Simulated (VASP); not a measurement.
# MnAs (P6_3/mmc) in VASP: notebook

Aim: see how the results for MnAs move with the level of theory and the settings. Levels: PBE, revPBE, RPBE. Tasks: single point, relaxation of cell and atoms.

Everything below comes from runs of VASP 6.6.1. Logs are shortened: lines on timing, memory, paths and dates and some standing lists are left out, and cuts for length are marked.

## 1. The cell of the first run

The structure is hexagonal, space group P6_3/mmc (No. 194). Conventional cell: a = 3.710 Å, b = 3.710 Å, c = 5.691 Å, α = 90.00°, β = 90.00°, γ = 120.00°. As (site symmetry -6m2) has 6 Mn at 2.57 Å within 3.4 Å. Within 3.4 Å of Mn (site symmetry -3m) lie 6 As at 2.57 Å and 2 Mn at 2.85 Å.

## 2. Single point, PBE, collinear spin, ferromagnetic start

Contents of INCAR:

```
SYSTEM = MnAs
  PREC = Accurate
  ENCUT = 520
  EDIFF = 1E-6
  ISMEAR = 0
  SIGMA = 0.011
  LREAL = .False.
  LASPH = .True.
  NELM = 150
  ALGO = Normal
  ISIF = 2
  LWAVE = .False.
  LCHARG = .False.
  ISPIN = 2
  MAGMOM = 0 0 4 4
  LORBIT = 11
  LMAXMIX = 4
  GGA = PE
  NBANDS = 30
```

Contents of KPOINTS:

```
regular mesh
0
Gamma
  8 8 5
  0 0 0
```

Contents of POSCAR:

```
MnAs
1.0
    3.7100000000      0.0000000000      0.0000000000
   -1.8550000000      3.2129542480      0.0000000000
    0.0000000000      0.0000000000      5.6910000000
As Mn
2 2
Direct
    0.6666666667      0.3333333333      0.7500000000
    0.3333333333      0.6666666667      0.2500000000
    0.0000000000      0.0000000000      0.5000000000
    0.0000000000      0.0000000000      0.0000000000
```

Potentials or basis: VASP PAW PBE potentials, release 64 (As, Mn_pv).

Run with:

```sh
cat potpaw_PBE.64/As/POTCAR potpaw_PBE.64/Mn_pv/POTCAR > POTCAR
mpirun -np 1 vasp_std > vasp.out
```

OUTCAR:

```text
SYSTEM = MnAs
   PREC = Accurate
   ENCUT = 520
   EDIFF = 1E-6
   ISMEAR = 0
   LREAL = .False.
   LASPH = .True.
   NELM = 150
   ISIF = 2
   ISPIN = 2
   LORBIT = 11
   GGA = PE

 ion  position               nearest neighbor table
   1  0.667  0.333  0.750-   3 2.57   4 2.57   3 2.57   4 2.57   3 2.57   4 2.57
   2  0.333  0.667  0.250-   3 2.57   4 2.57   3 2.57   4 2.57   3 2.57   4 2.57
   3  0.000  0.000  0.500-   1 2.57   2 2.57   2 2.57   1 2.57   1 2.57   2 2.57   4 2.85   4 2.85

   4  0.000  0.000  0.000-   1 2.57   2 2.57   2 2.57   1 2.57   1 2.57   2 2.57   3 2.85   3 2.85

  LATTYP: Found a hexagonal cell.
 ALAT       =     3.7100000000
 C/A-ratio  =     1.5339622642

  Lattice vectors:

 A1 = (   3.7100000000,   0.0000000000,   0.0000000000)
 A2 = (  -1.8550000000,   3.2129542480,   0.0000000000)
 A3 = (   0.0000000000,   0.0000000000,   5.6910000000)

Analysis of symmetry for initial positions (statically):
=====================================================================
 Subroutine PRICEL returns:
 Original cell was already a primitive cell.

 Routine SETGRP: Setting up the symmetry group for a
 hexagonal supercell.

 Subroutine GETGRP returns: Found 24 space group operations
 (whereof 12 operations were pure point group operations)
 out of a pool of 24 trial point group operations.

The static configuration has the point symmetry D_3d.
 The point group associated with its full space group is D_6h.

Analysis of symmetry for dynamics (positions and initial velocities):
=====================================================================
 Subroutine PRICEL returns:
 Original cell was already a primitive cell.

 Routine SETGRP: Setting up the symmetry group for a
 hexagonal supercell.

 Subroutine GETGRP returns: Found 24 space group operations
 (whereof 12 operations were pure point group operations)
 out of a pool of 24 trial point group operations.

The dynamic configuration has the point symmetry D_3d.
 The point group associated with its full space group is D_6h.

Analysis of structural, dynamic, and magnetic symmetry:
=====================================================================
 Subroutine PRICEL returns:
 Original cell was already a primitive cell.

 Routine SETGRP: Setting up the symmetry group for a
 hexagonal supercell.

 Subroutine GETGRP returns: Found 24 space group operations
 (whereof 12 operations were pure point group operations)
 out of a pool of 24 trial point group operations.

The overall configuration has the point symmetry D_3d.
 The point group associated with its full space group is D_6h.

 Subroutine INISYM returns: Found 24 space group operations
 (whereof 12 operations are pure point group operations),
 and found     1 'primitive' translations

----------------------------------------------------------------------------------------

                                     Primitive cell

  volume of cell :      67.8371

  direct lattice vectors                    reciprocal lattice vectors
     3.710000000  0.000000000  0.000000000     0.269541779  0.155620019  0.000000000
    -1.855000000  3.212954248  0.000000000     0.000000000  0.311240037  0.000000000
     0.000000000  0.000000000  5.691000000     0.000000000  0.000000000  0.175716043

  length of vectors
     3.710000000  3.710000000  5.691000000     0.311240037  0.311240037  0.175716043

  position of ions in fractional coordinates (direct lattice)
     0.666666667  0.333333333  0.750000000
     0.333333333  0.666666667  0.250000000
     0.000000000  0.000000000  0.500000000
     0.000000000  0.000000000  0.000000000

  ion indices of the primitive-cell ions
   primitive index   ion index
                 1           1
                 2           2
                 3           3
                 4           4

----------------------------------------------------------------------------------------

 KPOINTS: regular mesh

Automatic generation of k-mesh.
 Grid dimensions read from file:
 generate k-points for:    8    8    5

 Generating k-lattice:

  Cartesian coordinates                     Fractional coordinates (reciprocal lattice)
     0.033692722  0.019452502  0.000000000     0.125000000 -0.000000000  0.000000000
     0.000000000  0.038905005  0.000000000     0.000000000  0.125000000  0.000000000
     0.000000000  0.000000000  0.035143209     0.000000000  0.000000000  0.200000000

  Length of vectors
     0.038905005  0.038905005  0.035143209

  Shift w.r.t. Gamma in fractional coordinates (k-lattice)
     0.000000000  0.000000000  0.000000000

 Subroutine IBZKPT returns following result:
 ===========================================

 Found     30 irreducible k-points:

 Following reciprocal coordinates:
            Coordinates               Weight
  0.000000  0.000000  0.000000      1.000000
  0.125000  0.000000  0.000000      6.000000
  0.250000  0.000000  0.000000      6.000000
  0.375000  0.000000  0.000000      6.000000
  0.500000  0.000000  0.000000      3.000000
  0.125000  0.125000  0.000000      6.000000
[... 16 lines left out ...]
  0.250000  0.000000  0.400000     12.000000
  0.375000  0.000000  0.400000     12.000000
 [... further k-points ...]
   k-points           NKPTS =     30   k-points in BZ     NKDIM =     30   number of bands    NBANDS=     30
   number of dos      NEDOS =    301   number of ions     NIONS =      4
   total plane-waves  NPLWV =  32928
   dimension x,y,z NGX =    28 NGY =   28 NGZ =   42
   dimension x,y,z NGXF=    56 NGYF=   56 NGZF=   84
   ions per type =               2   2
   NGX,Y,Z   is equivalent  to a cutoff of  12.55, 12.55, 12.27 a.u.
   NGXF,Y,Z  is equivalent  to a cutoff of  25.09, 25.09, 24.54 a.u.
 SYSTEM =  MnAs
   PREC   = accura    normal or accurate (medium, high low for compatibility)
   ISTART =      0    job   : 0-new  1-cont  2-samecut
   ICHARG =      2    charge: 1-file 2-atom 10-const
   ISPIN  =      2    spin polarized calculation?
   LNONCOLLINEAR =      F non collinear calculations
   LSORBIT =      F    spin-orbit coupling
   LASPH  =      T    aspherical Exc in radial PAW
   ENCUT  =  520.0 eV  38.22 Ry    6.18 a.u.   6.90  6.90 10.58*2*pi/ulx,y,z
   NELM   =    150;   NELMIN=  2; NELMDL= -5     # of ELM steps
   EDIFF  = 0.1E-05   stopping-criterion for ELM
   LREAL  =      F    real-space projection
[... 7 lines left out ...]
   TEBEG  =    0.0;   TEEND  =   0.0 temperature during run
   PSTRESS=    0.0 pullay stress
   NELECT =      36.0000    total number of electrons
   NUPDOWN=      -1.0000    fix difference up-down
   EMIN   =  10.00;   EMAX   =-10.00  energy-range for DOS
   EFERMI =   0.00;   METHOD = LEGACY
   ISMEAR =     0;   SIGMA  =   0.01  broadening in eV -4-tet -1-fermi 0-gaus
   EFERMI_NEDOS =   21; number of points for ismear=-14 and -15
   IALGO  =     38    algorithm
   IMIX   =      4    mixing-type and parameters
     AMIX     =   0.40;   BMIX     =  1.00
     AMIX_MAG =   1.60;   BMIX_MAG =  1.00
  volume/ion in A,a.u.               =      16.96       114.45
  Fermi-wavevector in a.u.,A,eV,Ry     =   1.325419  2.504679 23.901852  1.756737
  Thomas-Fermi vector in A             =   2.454882
   LORBIT       =     11    0 simple, 1 ext, 2 COOP (PROOUT), +10 PAW based schemes
   GGA     = PE    functional components
   LHFCALC =     F    Hartree Fock is set to
   AEXX    =    0.0000 exact exchange contribution
   IVDW    =     0    specifies the selected vdW correction
   LEPSILON=     F    determine dielectric tensor
   LRPA    =     F    only Hartree local field effects (RPA)
 spin polarized calculation
 Gauss-broadening in eV      SIGMA  =   0.01
  energy-cutoff  :      520.00
  volume of cell :       67.84
 maximum number of plane-waves:      1844
 NGX is ok and might be reduce to    28
   NGX = 13   NGY = 13   NGZ = 21

 number of electron      35.9999987 magnetization       6.2948971

 Free energy of the ion-electron system (eV)
  ---------------------------------------------------
  ext. energy  EPLUGINS =         0.00000000
  ---------------------------------------------------
  free energy    TOTEN  =       -28.21862776 eV

  energy without entropy =      -28.21849472  energy(sigma->0) =      -28.21856124

 E-fermi :   6.8372     XC(G=0): -11.1665

 val. band max:        6.8271185705   @ k =   0.3750   0.1250   0.4000
 cond. band min:       6.8507811747   @ k =   0.1250   0.1250   0.4000
 fundamental gap:      0.0236626042
 Fermi energy:         6.8372426857

 spin component 1

 k-point     1 :       0.0000    0.0000    0.0000
  band No.  band energies     occupation
      1     -43.1547      1.00000
      2     -43.1547      1.00000
      3     -43.1454      1.00000
      4     -43.1454      1.00000
      5     -42.9415      1.00000
      6     -42.8450      1.00000
[... 781 lines left out ...]
     29      15.7944      0.00000
     30      17.6495      0.00000

 [... further k-points ...]

 spin component 2

 k-point     1 :       0.0000    0.0000    0.0000
  band No.  band energies     occupation
      1     -39.6978      1.00000
      2     -39.6978      1.00000
      3     -39.6940      1.00000
      4     -39.6865      1.00000
      5     -39.6865      1.00000
      6     -39.5807      1.00000
[... 781 lines left out ...]
     29      16.3738      0.00000
     30      18.1984      0.00000

 [... further k-points ...]

------------------------ aborting loop because EDIFF is reached ----------------------------------------

  FORCE on cell =-STRESS in cart. coord.  units (eV):
  Direction    XX          YY          ZZ          XY          YZ          ZX
  --------------------------------------------------------------------------------------
  -------------------------------------------------------------------------------------
  Total       -0.9434786     -0.9434786     -2.2239657      0.0000000     -0.0000000      0.0000000
  in kB      -22.2830992    -22.2830992    -52.5256738      0.0000000     -0.0000000      0.0000000
  external PRESSURE =     -32.3639574 kB  Pullay stress =       0.0000000 kB

 VOLUME and BASIS-vectors are now :
 -----------------------------------------------------------------------------
  energy-cutoff  :      520.00
  volume of cell :       67.84
      direct lattice vectors                 reciprocal lattice vectors
     3.710000000  0.000000000  0.000000000     0.269541779  0.155620019  0.000000000
    -1.855000000  3.212954248  0.000000000     0.000000000  0.311240037  0.000000000
     0.000000000  0.000000000  5.691000000     0.000000000  0.000000000  0.175716043

 POSITION                                       TOTAL-FORCE (eV/Angst)
 -----------------------------------------------------------------------------------
      1.85500      1.07098      4.26825        -0.000000      0.000000      0.000000
     -0.00000      2.14197      1.42275         0.000000     -0.000000      0.000000
      0.00000      0.00000      2.84550         0.000000      0.000000      0.000000
      0.00000      0.00000      0.00000        -0.000000      0.000000      0.000000
 -----------------------------------------------------------------------------------
    total drift:                               -0.000000      0.000000     -0.000000

  FREE ENERGIE OF THE ION-ELECTRON SYSTEM (eV)
  ---------------------------------------------------
  free  energy   TOTEN  =       -28.2186277559 eV

  energy  without entropy=      -28.2184947157  energy(sigma->0) =      -28.21856124

 total charge

# of ion       s       p       d       tot
------------------------------------------
    1        1.227   1.510   0.049   2.786
    2        1.227   1.510   0.049   2.786
    3        0.280   6.240   5.055  11.575
    4        0.280   6.240   5.055  11.575
--------------------------------------------------
tot          3.014  15.499  10.208  28.721

 magnetization (x)

# of ion       s       p       d       tot
------------------------------------------
    1        0.010  -0.142   0.008  -0.124
    2        0.010  -0.142   0.008  -0.124
    3        0.037   0.025   3.145   3.206
    4        0.037   0.025   3.145   3.206
--------------------------------------------------
tot          0.095  -0.235   6.306   6.166
```

It took 69 s on 1 thread of Intel Xeon 6975P-C (Granite Rapids), shared host; peak memory 0.25 GiB.

Results:

```yaml
Free_energy: -28.2186 eV
Pressure: -3.2 GPa
Net_moment: 6.29 μB per cell
Site_moments: As -0.12; Mn +3.21 μB
Valence_electrons_inside_the_program's_atomic_spheres: As 2.79; Mn 11.57
```

Stress tensor (GPa, compression positive):
```
-2.23  0.00  0.00
 0.00 -2.23  0.00
 0.00  0.00 -5.25
```

Caveat: the cell stands under tension; the run started ferromagnetic, and an antiferromagnetic order may lie lower in energy.

[end of part 1 of 2]
